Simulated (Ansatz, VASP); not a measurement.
## AlN: VASP beside Ansatz

```xyz
4
Lattice="3.0709 0.0000 0.0000 -1.5355 2.6595 0.0000 0.0000 0.0000 4.9137" Properties=species:S:1:pos:R:3 pbc="T T T"
Al    1.5355    0.8865    2.4568
Al    0.0000    1.7730    0.0000
N     1.5355    0.8865    4.3240
N     0.0000    1.7730    1.8672
```

Alike in both runs: task single point; functional BLYP; k mesh 10 × 10 × 6; occupations fermi-dirac, width 0.05 eV; no spin polarisation.

|  | VASP | Ansatz |
| --- | --- | --- |
| version | VASP 6.6.1 | Ansatz 0.2.0 |
| potentials or method | VASP PAW PBE potentials, release 64 (Al, N) | Ansatz PAW |
| plane-wave cutoff (eV) | 520 | 420 |
| valence electrons in the cell | 16 | 16 |

VASP gave:

* gap on the k mesh at the Fermi level (eV): 4.88
* least direct gap on the mesh (eV): 4.88
* pressure (GPa): 16.5
* traceless stress, the component that is largest in VASP (GPa): 1.27
* rms of the force components (eV/Å): 0.085

Problem. What did Ansatz give for the same quantities?

Solution. gap on the k mesh at the Fermi level (eV): 4.88; least direct gap on the mesh (eV): 4.88; pressure (GPa): 15.9; traceless stress, the component that is largest in VASP (GPa): 1.24; rms of the force components (eV/Å): 0.084.

VASP's potentials were made for PBE, not for BLYP. Atom by atom the forces differ by 0.001 eV/Å (rms over components).
